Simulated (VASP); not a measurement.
Runs of VASP 6.6.1 on P. The structure is that of space group Pm-3m (No. 221), or close to it. The cells are those of the table. This isn't the form of P at room conditions, which is orthorhombic.

```csv
task,cell,cutoff (eV),gap on the mesh (eV),pressure (GPa)
single point,"a = 2.403 Å, 1 atom",520,none,(a)
relaxation of cell and atoms,"relaxed from a = 2.392, b = 2.392, c = 2.392 Å, 1 atom",600,none,0.0
single point,"a = 2.303 Å, 1 atom",520,none,20.1
relaxation of cell and atoms,"relaxed to 10 GPa from a = 2.341 Å, 1 atom",600,none,10.0
single point,"a = 2.364 Å, 1 atom",520,none,5.1
```

Alike in all rows: level PBEsol+D3(BJ); potentials or basis VASP PAW PBE potentials, release 64 (P); no spin polarisation; k mesh 18 × 18 × 18; smearing gaussian 0.1 eV.

Problem. Estimate the missing entries.

Solution. (a) -1.9.

Caveats: the PAW data sets were made with another functional, which shifts forces and pressure a little; the cell stands under pressure (at least some runs); the cell is relaxed towards a set pressure, so the run minimises the enthalpy, not the energy (at least some runs).

A gap of «none» marks levels without a gap at the run's occupations.
